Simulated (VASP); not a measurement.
Write the native input for VASP 6.6.1 that does the following.

| Item | Value |
| --- | --- |
| Task | single point |
| Functional | PBE |
| Potentials or basis | VASP PAW PBE potentials, release 64 (Au) |
| Cutoff | 520 eV |
| k mesh | 13 × 13 × 13 |
| Occupations | fermi-dirac, width 0.1 eV |
| Spin | no spin polarisation |
| Dipole correction | no |
| Further INCAR settings | ALGO = Normal; EDIFF = 1e-06; NBANDS = 12 |

The structure of Au lies in POSCAR:

```
Au
1.0
    2.6726996325      0.0000000000      0.0000000000
    0.0000000000      2.6726996325      0.0000000000
    0.0000000000      0.0000000000      2.6726996325
Au
1
Direct
    0.0000000000      0.0000000000      0.0000000000
```

This isn't the form of Au at room conditions, which is fcc.

The input as run:

INCAR

```
SYSTEM = Au
PREC = Accurate ; ENCUT = 520
EDIFF = 1E-6 ; ISMEAR = -1
SIGMA = 0.1 ; LREAL = .FALSE.
LASPH = .TRUE. ; NELM = 80
ALGO = Normal ; ISIF = 2
LWAVE = .FALSE. ; LCHARG = .FALSE.
GGA = PE ; NBANDS = 12
```

KPOINTS

```
Automatic mesh
0
G
  13 13 13
  0 0 0
```

Potentials or basis: VASP PAW PBE potentials, release 64 (Au).

Command:

```bash
$ cat potpaw_PBE.64/Au/POTCAR > POTCAR
$ mpirun -np 1 vasp_std > vasp.out
```

It gave:

* Pressure: 10.8 GPa
* Band gap on the k mesh: zero (an odd number of electrons rules out a gap without spin polarisation)

Caveat: the cell stands under pressure; spin-orbit coupling is left out, which moves the levels of the heavy elements.

It took 8.6 s on 1 thread of AMD EPYC 7R13 Processor (Zen 3) (shared host), peak memory 0.11 GiB.
